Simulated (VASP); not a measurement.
# In (P6_3/mmc) in VASP: a series of runs

In is run at these levels: PBE0, RPBE+D4, r2SCAN0; tasks: single point, relaxation of cell and atoms.

All numbers are computed with VASP 6.6.1; they aren't measurements. Logs are shortened: lines on timing, memory, paths and dates and some standing lists are left out, and cuts for length are marked.

## 1. The cell of the first run

Symmetry: P6_3/mmc, No. 194, hexagonal system. Conventional cell: a = 3.335 Å, b = 3.335 Å, c = 5.509 Å, α = 90.00°, β = 90.00°, γ = 120.00°. In (site symmetry -6m2) has 12 In at 3.34 to 3.36 Å within 4.4 Å.

This isn't the form of In at room conditions, which is tetragonal.

## 2. Single point, PBE0

Input file POSCAR:

```
In
1.0
    3.3354847820      0.0000000000      0.0000000000
   -1.6677423910      2.8886145552      0.0000000000
    0.0000000000      0.0000000000      5.5091429200
In
2
Direct
    0.6666666667      0.3333333333      0.7500000000
    0.3333333333      0.6666666667      0.2500000000
```

Input file INCAR.step1:

```
SYSTEM = In
PREC     = Accurate       ! precision mode
ENCUT    = 520            ! plane-wave cutoff, eV
EDIFF    = 1E-5           ! SCF threshold, eV
ISMEAR   = -1             ! smearing method
SIGMA    = 0.05           ! smearing width, eV
LREAL    = .False.        ! projectors in reciprocal space
LASPH    = .True.         ! aspherical terms in the spheres
NELM     = 60             ! most SCF steps
ALGO     = Normal         ! electronic algorithm
ISIF     = 2              ! what is computed and relaxed
LWAVE    = .True.         ! write WAVECAR
LCHARG   = .False.        ! write CHGCAR
GGA      = PE             ! functional
NBANDS   = 20             ! bands
```

Input file INCAR.step2:

```
SYSTEM = In
PREC     = Accurate       ! precision mode
ENCUT    = 520            ! plane-wave cutoff, eV
EDIFF    = 1E-6           ! SCF threshold, eV
ISMEAR   = -1             ! smearing method
SIGMA    = 0.05           ! smearing width, eV
LREAL    = .False.        ! projectors in reciprocal space
LASPH    = .True.         ! aspherical terms in the spheres
NELM     = 60             ! most SCF steps
ALGO     = Normal         ! electronic algorithm
ISIF     = 2              ! what is computed and relaxed
LWAVE    = .False.        ! write WAVECAR
LCHARG   = .False.        ! write CHGCAR
GGA      = PE             ! functional
LHFCALC  = .True.         ! exact exchange
AEXX     = 0.25           ! exact-exchange fraction
PRECFOCK = Normal       
ISTART   = 1            
NBANDS   = 20             ! bands
```

Input file KPOINTS:

```
Automatic mesh
0
Gamma
  4 4 4
  0 0 0
```

Potentials or basis: VASP PAW PBE potentials, release 64 (In_d).

Run with:

```sh
$ cat potpaw_PBE.64/In_d/POTCAR > POTCAR
$ cp INCAR.step1 INCAR
$ mpirun -np 1 vasp_std > vasp.out
$ cp INCAR.step2 INCAR
$ mpirun -np 1 vasp_std > vasp.out
```

OUTCAR:

```text
SYSTEM = In
   PREC = Accurate
   ENCUT = 520
   EDIFF = 1E-6
   ISMEAR = -1
   LREAL = .False.
   LASPH = .True.
   NELM = 60
   ISIF = 2
   GGA = PE
   LHFCALC = .True.
   AEXX = 0.25
   PRECFOCK = Normal
   ISTART = 1

 ion  position               nearest neighbor table
   1  0.667  0.333  0.750-   2 3.36   2 3.36   2 3.36   2 3.36   2 3.36   2 3.36
   2  0.333  0.667  0.250-   1 3.36   1 3.36   1 3.36   1 3.36   1 3.36   1 3.36

  LATTYP: Found a hexagonal cell.
 ALAT       =     3.3354847820
 C/A-ratio  =     1.6516768266

  Lattice vectors:

 A1 = (   3.3354847820,   0.0000000000,   0.0000000000)
 A2 = (  -1.6677423910,   2.8886145552,   0.0000000000)
 A3 = (   0.0000000000,   0.0000000000,   5.5091429200)

Analysis of symmetry for initial positions (statically):
=====================================================================
 Subroutine PRICEL returns:
 Original cell was already a primitive cell.

 Routine SETGRP: Setting up the symmetry group for a
 hexagonal supercell.

 Subroutine GETGRP returns: Found 24 space group operations
 (whereof 12 operations were pure point group operations)
 out of a pool of 24 trial point group operations.

The static configuration has the point symmetry D_3d.
 The point group associated with its full space group is D_6h.

Analysis of symmetry for dynamics (positions and initial velocities):
=====================================================================
 Subroutine PRICEL returns:
 Original cell was already a primitive cell.

 Routine SETGRP: Setting up the symmetry group for a
 hexagonal supercell.

 Subroutine GETGRP returns: Found 24 space group operations
 (whereof 12 operations were pure point group operations)
 out of a pool of 24 trial point group operations.

The dynamic configuration has the point symmetry D_3d.
 The point group associated with its full space group is D_6h.

 Subroutine INISYM returns: Found 24 space group operations
 (whereof 12 operations are pure point group operations),
 and found     1 'primitive' translations

----------------------------------------------------------------------------------------

                                     Primitive cell

  volume of cell :      53.0802

  direct lattice vectors                    reciprocal lattice vectors
     3.335484782  0.000000000  0.000000000     0.299806495  0.173093360  0.000000000
    -1.667742391  2.888614555  0.000000000     0.000000000  0.346186721  0.000000000
     0.000000000  0.000000000  5.509142920     0.000000000  0.000000000  0.181516438

  length of vectors
     3.335484782  3.335484782  5.509142920     0.346186721  0.346186721  0.181516438

  position of ions in fractional coordinates (direct lattice)
     0.666666667  0.333333333  0.750000000
     0.333333333  0.666666667  0.250000000

  ion indices of the primitive-cell ions
   primitive index   ion index
                 1           1
                 2           2

----------------------------------------------------------------------------------------

 KPOINTS: Automatic mesh

Automatic generation of k-mesh.
 Grid dimensions read from file:
 generate k-points for:    4    4    4

 Generating k-lattice:

  Cartesian coordinates                     Fractional coordinates (reciprocal lattice)
     0.074951624  0.043273340  0.000000000     0.250000000  0.000000000  0.000000000
     0.000000000  0.086546680  0.000000000     0.000000000  0.250000000  0.000000000
     0.000000000  0.000000000  0.045379110     0.000000000  0.000000000  0.250000000

  Length of vectors
     0.086546680  0.086546680  0.045379110

  Shift w.r.t. Gamma in fractional coordinates (k-lattice)
     0.000000000  0.000000000  0.000000000

 Subroutine IBZKPT returns following result:
 ===========================================

 Found     12 irreducible k-points:

 Following reciprocal coordinates:
            Coordinates               Weight
  0.000000  0.000000  0.000000      1.000000
  0.250000  0.000000  0.000000      6.000000
  0.500000  0.000000  0.000000      3.000000
  0.250000  0.250000  0.000000      6.000000
  0.000000  0.000000  0.250000      2.000000
  0.250000  0.000000  0.250000     12.000000
  0.500000  0.000000  0.250000      6.000000
  0.250000  0.250000  0.250000     12.000000
  0.000000  0.000000  0.500000      1.000000
  0.250000  0.000000  0.500000      6.000000
  0.500000  0.000000  0.500000      3.000000
  0.250000  0.250000  0.500000      6.000000
   k-points           NKPTS =     12   k-points in BZ     NKDIM =     64   number of bands    NBANDS=     20
   number of dos      NEDOS =    301   number of ions     NIONS =      2
   total plane-waves  NPLWV =  32928
   dimension x,y,z NGX =    28 NGY =   28 NGZ =   42
   dimension x,y,z NGXF=    56 NGYF=   56 NGZF=   84
   ions per type =               2
   NGX,Y,Z   is equivalent  to a cutoff of  13.96, 13.96, 12.67 a.u.
   NGXF,Y,Z  is equivalent  to a cutoff of  27.91, 27.91, 25.35 a.u.
 SYSTEM =  In
[... 32 lines left out ...]
  Thomas-Fermi vector in A             =   2.422320
   LORBIT       =      0    0 simple, 1 ext, 2 COOP (PROOUT), +10 PAW based schemes
   GGA     = PE    functional components
   LHFCALC =     T    Hartree Fock is set to
   PRECFOCK=normal    Normal, Fast or Accurate (Low or Medium for compatibility)
   ENCUT4O =  -1.0   cutoff for four orbital integrals eV
   NKREDX  =     1    reduce k-point grid by
   NKREDY  =     1    reduce k-point grid by
   NKREDZ  =     1    reduce k-point grid by
   AEXX    =    0.2500 exact exchange contribution
   HFSCREEN=    0.0000 screening length (either q_TF or 0.3 A-1)
   HFSCREENC=   0.0000 screening length for correlation (either q_TF or 0.3 A-1)
   ENCUTFOCK=  -1.0 apply spherical cutoff to Coloumb kernel
   IVDW    =     0    specifies the selected vdW correction
   LEPSILON=     F    determine dielectric tensor
   LRPA    =     F    only Hartree local field effects (RPA)
 non-spin polarized calculation
  energy-cutoff  :      520.00
  volume of cell :       53.08
 maximum number of plane-waves:      1460
 NGX is ok and might be reduce to    28
  NGX = 20; NGY = 20; NGZ = 32

 number of electron      26.0000008 magnetization

 Free energy of the ion-electron system (eV)
  ---------------------------------------------------
  ext. energy  EPLUGINS =         0.00000000
  ---------------------------------------------------
  free energy    TOTEN  =        -6.06200558 eV

  energy without entropy =       -6.05633434  energy(sigma->0) =       -6.05916996

 E-fermi :   7.6262     XC(G=0):  -8.0346

 val. band max:        7.1832049023   @ k =   0.2500   0.2500   0.5000
 cond. band min:       7.7493122941   @ k =   0.2500   0.2500   0.2500
 fundamental gap:      0.5661073918
 Fermi energy:         7.6262187412

 k-point     1 :       0.0000    0.0000    0.0000
  band No.  band energies     occupation
      1      -9.8086      2.00000
      2      -9.7502      2.00000
      3      -9.6985      2.00000
      4      -9.6985      2.00000
      5      -9.6702      2.00000
      6      -9.6702      2.00000
[... 12 lines left out ...]
     19      19.2889      0.00000
     20      19.8602      0.00000

 k-point     2 :       0.2500    0.0000    0.0000
  band No.  band energies     occupation
      1      -9.8416      2.00000
      2      -9.7132      2.00000
      3      -9.7101      2.00000
      4      -9.6774      2.00000
      5      -9.6706      2.00000
      6      -9.5746      2.00000
[... 12 lines left out ...]
     19      18.4153      0.00000
     20      19.7776      0.00000

 k-point     3 :       0.5000    0.0000    0.0000
  band No.  band energies     occupation
      1      -9.9233      2.00000
      2      -9.8225      2.00000
      3      -9.7595      2.00000
      4      -9.7170      2.00000
      5      -9.6079      2.00000
      6      -9.5849      2.00000
[... 12 lines left out ...]
     19      16.8875      0.00000
     20      18.6048      0.00000

 k-point     4 :       0.2500    0.2500    0.0000
  band No.  band energies     occupation
      1      -9.8193      2.00000
      2      -9.7401      2.00000
      3      -9.7390      2.00000
      4      -9.7001      2.00000
      5      -9.6047      2.00000
      6      -9.5791      2.00000
[... 153 lines left out ...]
 k-point    11 :       0.5000    0.0000    0.5000
  band No.  band energies     occupation
      1      -9.8402      2.00000
      2      -9.8402      2.00000
      3      -9.8031      2.00000
      4      -9.8031      2.00000
      5      -9.5707      2.00000
      6      -9.5707      2.00000
[... 12 lines left out ...]
     19      16.8040      0.00000
     20      16.8040      0.00000

 k-point    12 :       0.2500    0.2500    0.5000
  band No.  band energies     occupation
      1      -9.7964      2.00000
      2      -9.7964      2.00000
      3      -9.6796      2.00000
      4      -9.6796      2.00000
      5      -9.6097      2.00000
      6      -9.6097      2.00000
[... 12 lines left out ...]
     19      19.6799      0.00000
     20      19.6799      0.00000

------------------------ aborting loop because EDIFF is reached ----------------------------------------

  FORCE on cell =-STRESS in cart. coord.  units (eV):
  Direction    XX          YY          ZZ          XY          YZ          ZX
  --------------------------------------------------------------------------------------
  -------------------------------------------------------------------------------------
  Total        1.6838609      1.6838609     -1.6788875      0.0000000      0.0000000      0.0000000
  in kB       50.8257975     50.8257975    -50.6756792      0.0000000      0.0000000      0.0000000
  external PRESSURE =      16.9919719 kB  Pullay stress =       0.0000000 kB

 VOLUME and BASIS-vectors are now :
 -----------------------------------------------------------------------------
  energy-cutoff  :      520.00
  volume of cell :       53.08
      direct lattice vectors                 reciprocal lattice vectors
     3.335484782  0.000000000  0.000000000     0.299806495  0.173093360  0.000000000
    -1.667742391  2.888614555  0.000000000     0.000000000  0.346186721  0.000000000
     0.000000000  0.000000000  5.509142920     0.000000000  0.000000000  0.181516438

 POSITION                                       TOTAL-FORCE (eV/Angst)
 -----------------------------------------------------------------------------------
      1.66774      0.96287      4.13186         0.000000     -0.000000      0.000000
     -0.00000      1.92574      1.37729        -0.000000      0.000000     -0.000000
 -----------------------------------------------------------------------------------
    total drift:                               -0.000001      0.000001     -0.000000

  FREE ENERGIE OF THE ION-ELECTRON SYSTEM (eV)
  ---------------------------------------------------
  free  energy   TOTEN  =        -6.0620055776 eV

  energy  without entropy=       -6.0563343412  energy(sigma->0) =       -6.05916996
```

Wall time 19 min (1 thread of Intel Xeon Platinum 8375C at 2.90GHz (Ice Lake), shared host); peak memory 0.19 GiB.

What came out:

| Item | Value |
| --- | --- |
| Free energy | -6.0620 eV |
| Pressure | 1.7 GPa |
| Band gap on the k mesh | zero (bands 13 and 14 overlap by 7.00 eV) |

Stress tensor (GPa, compression positive):
```
 5.08  0.00  0.00
 0.00  5.08  0.00
 0.00  0.00 -5.07
```

Levels at points of the mesh, in eV from the Fermi level:
```csv
k point,band 9,band 10,band 11,band 12,band 13,band 14,band 15,band 16,band 17,band 18
"(0.00, 0.00, 0.00)",-17.06,-17.06,-11.44,-5.64,-4.47,9.30,9.30,11.15,11.15,11.33
"(0.50, 0.00, 0.00)",-17.02,-17.00,-6.15,-5.34,0.20,0.34,1.05,3.17,4.62,8.10
"(0.00, 0.00, 0.50)",-17.12,-17.12,-9.90,-9.90,3.28,3.28,10.37,10.37,10.37,10.37
"(0.50, 0.00, 0.50)",-17.01,-17.01,-4.65,-4.65,-3.66,-3.66,6.28,6.28,6.88,6.88
```

Caveat: the k points lie up to 0.54 Å⁻¹ apart, too coarse for converged energies and pressures of a metal; the PAW data sets were made with another functional, which shifts forces and pressure a little; spin-orbit coupling is left out, which moves the levels of the heavy elements.

## 3. Single point, RPBE+D4

This run uses another cell than the first one, of 26.29 Å³/atom.

Input file INCAR:

```
PREC = Accurate ; ENCUT = 500
EDIFF = 1E-6 ; ISMEAR = -1
SIGMA = 0.05 ; LREAL = False
LASPH = True ; NELM = 120
ALGO = Normal ; ISIF = 2
LWAVE = False ; LCHARG = False
GGA = RP ; IVDW = 13
NBANDS = 20 ; GGA_COMPAT = False
```

Input file KPOINTS:

```
regular mesh
0
Gamma
  9 9 5
```

Input file POSCAR:

```
In
1.0
    3.3384309840      0.0000000000      0.0000000000
   -1.6692154920      2.8911660409      0.0000000000
    0.0000000000      0.0000000000      5.4480308656
In
2
Direct
    0.6666666667      0.3333333333      0.7500000000
    0.3333333333      0.6666666667      0.2500000000
```

Potentials or basis: VASP PAW PBE potentials, release 64 (In_d).

Run with:

```sh
$ cat potpaw_PBE.64/In_d/POTCAR > POTCAR
$ mpirun -np 1 vasp_std > vasp.out
```

Run time: 36 s. Hardware: 1 thread of AMD EPYC 7R43 (Zen 3), shared host; peak memory 0.14 GiB.

It converged, with:

```
Free energy                : -5.5413 eV
Pressure                   : 0.0 GPa
Band gap on the k mesh     : zero (bands 13 and 14 overlap by 4.18 eV)
Dispersion energy per atom : -0.611 eV
```

Levels at points of the mesh, in eV from the Fermi level:
| k point | band 9 | band 10 | band 11 | band 12 | band 13 | band 14 | band 15 | band 16 | band 17 | band 18 |
| --- | --- | --- | --- | --- | --- | --- | --- | --- | --- | --- |
| (0.00, 0.00, 0.00) | -14.44 | -14.44 | -9.56 | -4.34 | -3.42 | 8.28 | 8.28 | 10.12 | 10.12 | 10.66 |

Caveat: the PAW data sets were made with another functional, which shifts forces and pressure a little; spin-orbit coupling is left out, which moves the levels of the heavy elements.

## 4. Relaxation of cell and atoms, RPBE+D4

Input file INCAR:

```
SYSTEM = In
ALGO = Normal ; EDIFF = 1E-7
EDIFFG = -0.01 ; ENCUT = 500
GGA = RP ; GGA_COMPAT = .False.
IBRION = 2 ; ISIF = 3
ISMEAR = -1 ; IVDW = 13
LASPH = .True. ; LCHARG = .False.
LREAL = .False. ; LWAVE = .False.
NELM = 120 ; NELMIN = 4
NSW = 60 ; PREC = Accurate
SIGMA = 0.05
```

Input file KPOINTS:

```
k-points
0
Gamma
  9 9 5
  0 0 0
```

Input file POSCAR:

```
In
1.0
    3.3354847820      0.0000000000      0.0000000000
   -1.6677423910      2.8886145552      0.0000000000
    0.0000000000      0.0000000000      5.5091429200
In
2
Direct
    0.6666666667      0.3333333333      0.7500000000
    0.3333333333      0.6666666667      0.2500000000
```

Run with:

```sh
$ cat potpaw_PBE.64/In_d/POTCAR > POTCAR
$ mpirun -np 1 vasp_std > vasp.out
```

Wall time 2.8 min (1 thread of AMD EPYC 7R43 (Zen 3), shared host); peak memory 0.14 GiB.

The run converged. Its results:

* Free energy: -5.5415 eV
* Relaxed volume: 26.28 Å³/atom
* Relaxed cell: a = 3.338 Å, b = 3.338 Å, c = 5.448 Å, α = 90.00°, β = 90.00°, γ = 120.00°
* Space group after relaxing (to 0.1 Å): P6_3/mmc (No. 194)
* Energy gained by relaxing: 0.7 meV/atom
* Ionic steps: 8
* Pressure after relaxing: 0.0 GPa
* Band gap on the k mesh: zero (bands 13 and 14 overlap by 4.18 eV)
* Dispersion energy per atom: -0.612 eV

Step by step:
```
step  energy change (eV)  largest force (eV/Å)  pressure (GPa)  volume (Å³)
   1              0.0000                0.0000           -0.32        53.08
   2             -0.0009                0.0000           -0.04        52.67
   3             -0.0010                0.0000            0.17        52.36
   4             -0.0010                0.0000            0.12        52.42
   5             -0.0013                0.0000            0.06        52.46
   6             -0.0013                0.0000            0.07        52.47
   7             -0.0013                0.0000            0.06        52.47
   8             -0.0014                0.0000            0.00        52.55
```

Final structure:
```xyz
2
Lattice="3.3376 0.0000 0.0000 -1.6688 2.8904 0.0000 0.0000 0.0000 5.4476" Properties=species:S:1:pos:R:3 pbc="T T T"
In    1.6688    0.9635    4.0857
In    0.0000    1.9269    1.3619
```

Levels at points of the mesh, in eV from the Fermi level:
```
           k point  band 10  band 11  band 12  band 13  band 14  band 15  band 16  band 17
(0.00, 0.00, 0.00)   -14.44    -9.56    -4.34    -3.42     8.29     8.29    10.13    10.13
```

Caveat: the PAW data sets were made with another functional, which shifts forces and pressure a little; spin-orbit coupling is left out, which moves the levels of the heavy elements.

## 5. Single point, r2SCAN0

POSCAR is that of step 4.

Input file INCAR.step1:

```
  ALGO = Normal
  EDIFF = 1E-5
  ENCUT = 520
  GGA = PE
  ISIF = 2
  ISMEAR = -1
  LASPH = True
  LCHARG = False
  LREAL = False
  LWAVE = True
  NBANDS = 20
  NELM = 60
  PREC = Accurate
  SIGMA = 0.05
```

Input file INCAR.step2:

```
  AEXX = 0.25
  ALGO = Normal
  EDIFF = 1E-7
  ENCUT = 520
  ISIF = 2
  ISMEAR = -1
  ISTART = 1
  LASPH = True
  LCHARG = False
  LHFCALC = True
  LMIXTAU = True
  LREAL = False
  LWAVE = False
  METAGGA = R2SCAN
  NBANDS = 20
  NELM = 60
  PREC = Accurate
  PRECFOCK = Normal
  SIGMA = 0.05
```

Input file KPOINTS:

```
k-points
0
Gamma
  5 5 3
```

Run with:

```sh
$ cat potpaw_PBE.64/In_d/POTCAR > POTCAR
$ cp INCAR.step1 INCAR
$ mpirun -np 1 vasp_std > vasp.out
$ cp INCAR.step2 INCAR
$ mpirun -np 1 vasp_std > vasp.out
```

Run time: 36 min. Hardware: 1 thread of AMD EPYC 7R43 (Zen 3), shared host; peak memory 0.17 GiB.

The run converged. Its results:

```
Free energy            : -36.6442 eV
Pressure               : -1.1 GPa
Band gap on the k mesh : zero (bands 13 and 14 overlap by 3.23 eV)
```

Stress tensor (GPa, compression positive):
```
-1.28  0.00  0.00
 0.00 -1.28  0.00
 0.00  0.00 -0.78
```

Levels at points of the mesh, in eV from the Fermi level:
| k point | band 11 | band 12 | band 13 | band 14 | band 15 | band 16 |
| --- | --- | --- | --- | --- | --- | --- |
| (0.00, 0.00, 0.00) | -11.64 | -5.55 | -4.47 | 9.87 | 9.87 | 11.76 |

Caveat: the k points lie up to 0.44 Å⁻¹ apart, too coarse for converged energies and pressures of a metal; the PAW data sets were made with another functional, which shifts forces and pressure a little; spin-orbit coupling is left out, which moves the levels of the heavy elements.

## 6. Overview

```tsv
task	level	cell	k mesh	cutoff (eV)	grid for exact exchange (PRECFOCK)	share of exact exchange	gap on the mesh (eV)	pressure (GPa)
single point	PBE0	a = 3.335, b = 3.335, c = 5.509 Å, angles 90.0, 90.0, 120.0°, 2 atoms	4 × 4 × 4	520	Normal	0.25	none	1.7
single point	RPBE+D4	a = 3.338, b = 3.338, c = 5.448 Å, angles 90.0, 90.0, 120.0°, 2 atoms	9 × 9 × 5	500	-	-	none	0.0
relaxation of cell and atoms	RPBE+D4	relaxed from a = 3.335, b = 3.335, c = 5.509 Å, angles 90.0, 90.0, 120.0°, 2 atoms	9 × 9 × 5	500	-	-	none	0.0
single point	r2SCAN0	a = 3.335, b = 3.335, c = 5.509 Å, angles 90.0, 90.0, 120.0°, 2 atoms	5 × 5 × 3	520	Normal	0.25	none	-1.1
```

Alike in all rows: potentials or basis VASP PAW PBE potentials, release 64 (In_d); no spin polarisation; smearing fermi-dirac 0.05 eV.

Caveats: some runs use coarse meshes; the PAW data sets were made with another functional, which shifts forces and pressure a little; spin-orbit coupling is left out, which moves the levels of the heavy elements.

Absolute energies hang on the potentials; compare differences alone.
